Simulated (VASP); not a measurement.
# GePt2 (P-62m) in VASP: single point with r2SCAN

Aim: the single point of GePt2 with r2SCAN.

Everything below comes from runs of VASP 6.6.1. Logs are shortened: lines on timing, memory, paths and dates and some standing lists are left out, and cuts for length are marked.

## 1. The cell of the first run

The structure is hexagonal, space group P-62m (No. 189). Conventional cell: a = 6.774 Å, b = 6.774 Å, c = 3.610 Å, α = 90.00°, β = 90.00°, γ = 120.00°. Ge (site symmetry -6) has 9 Pt at 2.43 to 2.79 Å within 3.2 Å. Ge (site symmetry -62m) has 9 Pt at 2.53 to 2.65 Å within 3.3 Å. Within 3.3 Å of Pt (site symmetry m2m) lie 5 Ge at 2.53 to 2.79 Å and 6 Pt at 2.92 to 2.93 Å. Within 3.2 Å of Pt (site symmetry m2m) lie 4 Ge at 2.43 to 2.65 Å and 6 Pt at 2.92 to 2.93 Å.

## 2. Single point, r2SCAN (15.94 Å³/atom)

POSCAR reads:

```
GePt2
1.0
    6.7740055511      0.0000000000      0.0000000000
   -3.3870027756      5.8664608927      0.0000000000
    0.0000000000      0.0000000000      3.6097088072
Ge Pt
3 6
Direct
    0.6666666667      0.3333333333      0.0000000000
    0.3333333333      0.6666666667      0.0000000000
    0.0000000000      0.0000000000      0.5000000000
    0.6257917205      0.0000000000      0.5000000000
    0.3742082795      0.3742082795      0.5000000000
    0.0000000000      0.6257917205      0.5000000000
    0.0000000000      0.2859188156      0.0000000000
    0.7140811844      0.7140811844      0.0000000000
    0.2859188156      0.0000000000      0.0000000000
```

INCAR.step1 reads:

```
ALGO = Normal
EDIFF = 1E-4
ENCUT = 520
GGA = PE
ISMEAR = 0
LASPH = True
LCHARG = False
LREAL = False
LWAVE = True
NBANDS = 61
NELM = 60
PREC = Accurate
SIGMA = 0.1
```

INCAR.step2 reads:

```
ALGO = Normal
EDIFF = 1E-6
ENCUT = 520
ISIF = 2
ISMEAR = 0
ISTART = 1
LASPH = True
LCHARG = False
LMIXTAU = True
LREAL = False
LWAVE = False
METAGGA = R2SCAN
NBANDS = 61
NELM = 60
PREC = Accurate
SIGMA = 0.1
```

KPOINTS reads:

```
k-points
0
Gamma
  6 6 10
```

Potentials or basis: VASP PAW PBE potentials, release 64 (Ge_d, Pt).

Launch:

```console
cat potpaw_PBE.64/Ge_d/POTCAR potpaw_PBE.64/Pt/POTCAR > POTCAR
cp INCAR.step1 INCAR
mpirun -np 1 vasp_std > vasp.out
cp INCAR.step2 INCAR
mpirun -np 1 vasp_std > vasp.out
```

OUTCAR:

```text
EDIFF = 1E-6
   ENCUT = 520
   ISIF = 2
   ISMEAR = 0
   ISTART = 1
   LASPH = True
   LREAL = False
   METAGGA = R2SCAN
   NELM = 60
   PREC = Accurate

 ion  position               nearest neighbor table
   1  0.667  0.333  0.000-   7 2.43   9 2.43   8 2.43   4 2.79   4 2.79   6 2.79   6 2.79   5 2.79
                             5 2.79
   2  0.333  0.667  0.000-   9 2.43   7 2.43   8 2.43   6 2.79   6 2.79   4 2.79   4 2.79   5 2.79
                             5 2.79
   3  0.000  0.000  0.500-   4 2.53   5 2.53   6 2.53   9 2.65   9 2.65   8 2.65   8 2.65   7 2.65
                             7 2.65
   4  0.626  0.000  0.500-   3 2.53   1 2.79   1 2.79   2 2.79   2 2.79   7 2.92   7 2.92   8 2.92
                             8 2.92   9 2.93   9 2.93
   5  0.374  0.374  0.500-   3 2.53   1 2.79   1 2.79   2 2.79   2 2.79   7 2.92   7 2.92   9 2.92
                             9 2.92   8 2.93   8 2.93
   6  0.000  0.626  0.500-   3 2.53   2 2.79   2 2.79   1 2.79   1 2.79   8 2.92   8 2.92   9 2.92
                             9 2.92   7 2.93   7 2.93
   7  0.000  0.286  0.000-   1 2.43   2 2.43   3 2.65   3 2.65   5 2.92   5 2.92   4 2.92   4 2.92
                             6 2.93   6 2.93   9 3.35   8 3.35
   8  0.714  0.714  0.000-   2 2.43   1 2.43   3 2.65   3 2.65   6 2.92   6 2.92   4 2.92   4 2.92
                             5 2.93   5 2.93   9 3.35   7 3.35
   9  0.286  0.000  0.000-   2 2.43   1 2.43   3 2.65   3 2.65   6 2.92   6 2.92   5 2.92   5 2.92
                             4 2.93   4 2.93   8 3.35   7 3.35

  LATTYP: Found a hexagonal cell.
 ALAT       =     6.7740055511
 C/A-ratio  =     0.5328765647

  Lattice vectors:

 A1 = (   6.7740055511,   0.0000000000,   0.0000000000)
 A2 = (  -3.3870027756,   5.8664608927,   0.0000000000)
 A3 = (   0.0000000000,   0.0000000000,   3.6097088072)

Analysis of symmetry for initial positions (statically):
=====================================================================
 Subroutine PRICEL returns:
 Original cell was already a primitive cell.

 Routine SETGRP: Setting up the symmetry group for a
 hexagonal supercell.

 Subroutine GETGRP returns: Found 12 space group operations
 (whereof 12 operations were pure point group operations)
 out of a pool of 24 trial point group operations.

The static configuration has the point symmetry D_3h.

Analysis of symmetry for dynamics (positions and initial velocities):
=====================================================================
 Subroutine PRICEL returns:
 Original cell was already a primitive cell.

 Routine SETGRP: Setting up the symmetry group for a
 hexagonal supercell.

 Subroutine GETGRP returns: Found 12 space group operations
 (whereof 12 operations were pure point group operations)
 out of a pool of 24 trial point group operations.

The dynamic configuration has the point symmetry D_3h.

 Subroutine INISYM returns: Found 12 space group operations
 (whereof 12 operations are pure point group operations),
 and found     1 'primitive' translations

----------------------------------------------------------------------------------------

                                     Primitive cell

  volume of cell :     143.4478

  direct lattice vectors                    reciprocal lattice vectors
     6.774005551  0.000000000  0.000000000     0.147623144  0.085230262  0.000000000
    -3.387002776  5.866460893  0.000000000     0.000000000  0.170460524  0.000000000
     0.000000000  0.000000000  3.609708807     0.000000000  0.000000000  0.277030656

  length of vectors
     6.774005551  6.774005551  3.609708807     0.170460524  0.170460524  0.277030656

  position of ions in fractional coordinates (direct lattice)
     0.666666667  0.333333333  0.000000000
     0.333333333  0.666666667  0.000000000
     0.000000000  0.000000000  0.500000000
     0.625791720  0.000000000  0.500000000
     0.374208280  0.374208280  0.500000000
     0.000000000  0.625791720  0.500000000
     0.000000000  0.285918816  0.000000000
     0.714081184  0.714081184  0.000000000
     0.285918816  0.000000000  0.000000000

  ion indices of the primitive-cell ions
   primitive index   ion index
                 1           1
                 2           2
                 3           3
                 4           4
                 5           5
                 6           6
                 7           7
                 8           8
                 9           9

----------------------------------------------------------------------------------------

 KPOINTS: k-points

Automatic generation of k-mesh.
 Grid dimensions read from file:
 generate k-points for:    6    6   10

 Generating k-lattice:

  Cartesian coordinates                     Fractional coordinates (reciprocal lattice)
     0.024603857  0.014205044  0.000000000     0.166666667  0.000000000  0.000000000
     0.000000000  0.028410087  0.000000000     0.000000000  0.166666667  0.000000000
     0.000000000  0.000000000  0.027703066     0.000000000  0.000000000  0.100000000

  Length of vectors
     0.028410087  0.028410087  0.027703066

  Shift w.r.t. Gamma in fractional coordinates (k-lattice)
     0.000000000  0.000000000  0.000000000

 Subroutine IBZKPT returns following result:
 ===========================================

 Found     42 irreducible k-points:

 Following reciprocal coordinates:
            Coordinates               Weight
  0.000000  0.000000  0.000000      1.000000
  0.166667  0.000000  0.000000      6.000000
  0.333333  0.000000  0.000000      6.000000
  0.500000  0.000000  0.000000      3.000000
  0.166667  0.166667  0.000000      6.000000
  0.333333  0.166667  0.000000     12.000000
[... 16 lines left out ...]
  0.166667  0.000000  0.300000     12.000000
  0.333333  0.000000  0.300000     12.000000
 [... further k-points ...]
   k-points           NKPTS =     42   k-points in BZ     NKDIM =     42   number of bands    NBANDS=     61
   number of dos      NEDOS =    301   number of ions     NIONS =      9
   total plane-waves  NPLWV =  70000
   dimension x,y,z NGX =    50 NGY =   50 NGZ =   28
   dimension x,y,z NGXF=   100 NGYF=  100 NGZF=   56
   ions per type =               3   6
   NGX,Y,Z   is equivalent  to a cutoff of  12.27, 12.27, 12.90 a.u.
   NGXF,Y,Z  is equivalent  to a cutoff of  24.54, 24.54, 25.79 a.u.
 SYSTEM =  unknown system
   PREC   = accura    normal or accurate (medium, high low for compatibility)
   ISTART =      1    job   : 0-new  1-cont  2-samecut
   ICHARG =      0    charge: 1-file 2-atom 10-const
   ISPIN  =      1    spin polarized calculation?
   LNONCOLLINEAR =      F non collinear calculations
   LSORBIT =      F    spin-orbit coupling
   LASPH  =      T    aspherical Exc in radial PAW
   ENCUT  =  520.0 eV  38.22 Ry    6.18 a.u.  12.60 12.60  6.71*2*pi/ulx,y,z
   NELM   =     60;   NELMIN=  2; NELMDL=  0     # of ELM steps
   EDIFF  = 0.1E-05   stopping-criterion for ELM
   LREAL  =      F    real-space projection
   EDIFFG = 0.1E-04   stopping-criterion for IOM
   NSW    =      0    number of steps for IOM
   IBRION =     -1    ionic relax: 0-MD 1-quasi-New 2-CG
   NFREE  =      0    steps in history (QN), initial steepest desc. (CG)
   ISIF   =      2    stress and relaxation
   ISYM   =      2    0-nonsym 1-usesym 2-fastsym
   POTIM  = 0.5000    time-step for ionic-motion
   TEBEG  =    0.0;   TEEND  =   0.0 temperature during run
   PSTRESS=    0.0 pullay stress
   NELECT =     102.0000    total number of electrons
   NUPDOWN=      -1.0000    fix difference up-down
   EMIN   =  10.00;   EMAX   =-10.00  energy-range for DOS
   EFERMI =   0.00;   METHOD = LEGACY
   ISMEAR =     0;   SIGMA  =   0.10  broadening in eV -4-tet -1-fermi 0-gaus
   EFERMI_NEDOS =   21; number of points for ismear=-14 and -15
   IALGO  =     38    algorithm
   IMIX   =      4    mixing-type and parameters
     AMIX     =   0.40;   BMIX     =  1.00
     AMIX_MAG =   1.60;   BMIX_MAG =  1.00
  volume/ion in A,a.u.               =      15.94       107.56
  Fermi-wavevector in a.u.,A,eV,Ry     =   1.461202  2.761271 29.049952  2.135111
  Thomas-Fermi vector in A             =   2.577561
   LORBIT       =      0    0 simple, 1 ext, 2 COOP (PROOUT), +10 PAW based schemes
   METAGGA = R2SCAN    functional components
   LHFCALC =     F    Hartree Fock is set to
   AEXX    =    0.0000 exact exchange contribution
   IVDW    =     0    specifies the selected vdW correction
   LEPSILON=     F    determine dielectric tensor
   LRPA    =     F    only Hartree local field effects (RPA)
 non-spin polarized calculation
 Gauss-broadening in eV      SIGMA  =   0.10
  energy-cutoff  :      520.00
  volume of cell :      143.45
 maximum number of plane-waves:      3914
   NGX = 25   NGY = 25   NGZ = 13

 number of electron     102.0000017 magnetization

 Free energy of the ion-electron system (eV)
  ---------------------------------------------------
  ext. energy  EPLUGINS =         0.00000000
  ---------------------------------------------------
  free energy    TOTEN  =      -353.84788347 eV

  energy without entropy =     -353.83955659  energy(sigma->0) =     -353.84372003

 E-fermi :   9.5585     XC(G=0): -13.8925

 val. band max:        9.5259754927   @ k =   0.1667   0.1667   0.2000
 cond. band min:       9.6685557886   @ k =   0.1667   0.0000   0.2000
 fundamental gap:      0.1425802958
 Fermi energy:         9.5584909481

 k-point     1 :       0.0000    0.0000    0.0000
  band No.  band energies     occupation
      1     -16.1240      2.00000
      2     -16.1140      2.00000
      3     -16.1111      2.00000
      4     -16.1111      2.00000
      5     -16.1095      2.00000
      6     -16.0879      2.00000
[... 53 lines left out ...]
     60      16.1168      0.00000
     61      16.1168      0.00000

 k-point     2 :       0.1667    0.0000    0.0000
  band No.  band energies     occupation
      1     -16.1239      2.00000
      2     -16.1139      2.00000
      3     -16.1111      2.00000
      4     -16.1111      2.00000
      5     -16.1098      2.00000
      6     -16.0879      2.00000
[... 1406 lines left out ...]
      5     -16.1001      2.00000
      6     -16.0881      2.00000
[... 53 lines left out ...]
     60      15.6090      0.00000
     61      15.7342      0.00000

 [... further k-points ...]

------------------------ aborting loop because EDIFF is reached ----------------------------------------

  FORCE on cell =-STRESS in cart. coord.  units (eV):
  Direction    XX          YY          ZZ          XY          YZ          ZX
  --------------------------------------------------------------------------------------
  -------------------------------------------------------------------------------------
  Total       -4.1877248     -4.1877248     -4.4047526      0.0000000      0.0000000      0.0000000
  in kB      -46.7729563    -46.7729563    -49.1969532      0.0000000      0.0000000      0.0000000
  external PRESSURE =     -47.5809553 kB  Pullay stress =       0.0000000 kB

 VOLUME and BASIS-vectors are now :
 -----------------------------------------------------------------------------
  energy-cutoff  :      520.00
  volume of cell :      143.45
      direct lattice vectors                 reciprocal lattice vectors
     6.774005551  0.000000000  0.000000000     0.147623144  0.085230262  0.000000000
    -3.387002776  5.866460893  0.000000000     0.000000000  0.170460524  0.000000000
     0.000000000  0.000000000  3.609708807     0.000000000  0.000000000  0.277030656

 POSITION                                       TOTAL-FORCE (eV/Angst)
 -----------------------------------------------------------------------------------
      3.38700      1.95549      0.00000        -0.000000      0.000000      0.000000
     -0.00000      3.91097      0.00000        -0.000000      0.000000      0.000000
      0.00000      0.00000      1.80485        -0.000000      0.000000      0.000000
      4.23912      0.00000      1.80485        -0.007633      0.000000      0.000000
      1.26744      2.19528      1.80485         0.003816      0.006610      0.000000
     -2.11956      3.67118      1.80485         0.003816     -0.006610      0.000000
     -0.96841      1.67733      0.00000         0.007508     -0.013004      0.000000
      2.41859      4.18913      0.00000         0.007508      0.013004     -0.000000
      1.93682      0.00000      0.00000        -0.015016      0.000000      0.000000
 -----------------------------------------------------------------------------------
    total drift:                                0.000108      0.000187      0.000001

  FREE ENERGIE OF THE ION-ELECTRON SYSTEM (eV)
  ---------------------------------------------------
  free  energy   TOTEN  =      -353.8478834744 eV

  energy  without entropy=     -353.8395565919  energy(sigma->0) =     -353.84372003
```

It took 9.1 min on 1 thread of Intel Xeon 6975P-C (Granite Rapids), shared host; peak memory 0.46 GiB.

What came out:

```
Free energy            : -353.8479 eV
Pressure               : -4.8 GPa
Largest force          : 0.015 eV/Å
Band gap on the k mesh : zero (bands 51 and 52 overlap by 1.35 eV)
```

Forces on the atoms (eV/Å):
```
Ge   0.000  0.000  0.000
Ge   0.000  0.000  0.000
Ge   0.000  0.000  0.000
Pt  -0.008  0.000  0.000
Pt   0.004  0.007  0.000
Pt   0.004 -0.007  0.000
Pt   0.008 -0.013  0.000
Pt   0.008  0.013  0.000
Pt  -0.015  0.000  0.000
```

Caveat: the cell stands under tension; the PAW data sets were made with another functional, which shifts forces and pressure a little; spin-orbit coupling is left out, which moves the levels of the heavy elements.

The gap in the log of VASP goes by the Fermi energy; the results here count the filled bands.